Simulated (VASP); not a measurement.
A run of VASP 6.6.1 is set up as follows.

The input INCAR:

```
SYSTEM = MnO
  ALGO = Normal
  EDIFF = 1E-7
  ENCUT = 520
  GGA = PE
  ISIF = 2
  ISMEAR = -1
  ISPIN = 2
  LASPH = .TRUE.
  LCHARG = .TRUE.
  LELF = .TRUE.
  LMAXMIX = 4
  LORBIT = 11
  LREAL = .FALSE.
  LUSENCCL = .FALSE.
  LVHAR = .TRUE.
  LWAVE = .FALSE.
  MAGMOM = 4 0
  NBANDS = 20
  NELM = 150
  PREC = Accurate
  SIGMA = 0.05
```

KPOINTS

```
k-points
0
G
  10 10 10
  0 0 0
```

Contents of POSCAR:

```
MnO
1.0
    0.0000000000      2.2220003300      2.2220003300
    2.2220003300      0.0000000000      2.2220003300
    2.2220003300      2.2220003300      0.0000000000
Mn O
1 1
Direct
    0.0053850000      0.0050130000      0.0051770000
    0.5059410000      0.4987120000      0.4999100000
```

Potentials or basis: VASP PAW PBE potentials, release 64 (Mn_pv, O).

Command:

```sh
$ cat potpaw_PBE.64/Mn_pv/POTCAR potpaw_PBE.64/O/POTCAR > POTCAR
$ mpirun -np 1 vasp_std > vasp.out
```

(1) What does it give for the site moments?

(2) Predict the largest force.

(3) What does it give for the pressure?

## Answers

(1) Mn +4.34; O +0.21 μB.

(2) 0.111 eV/Å.

(3) 0.7 GPa.

Caveat: the cell differs from its parent crystal (atoms moved at random); a cell with one magnetic atom can't hold antiferromagnetic order, which such compounds often take.
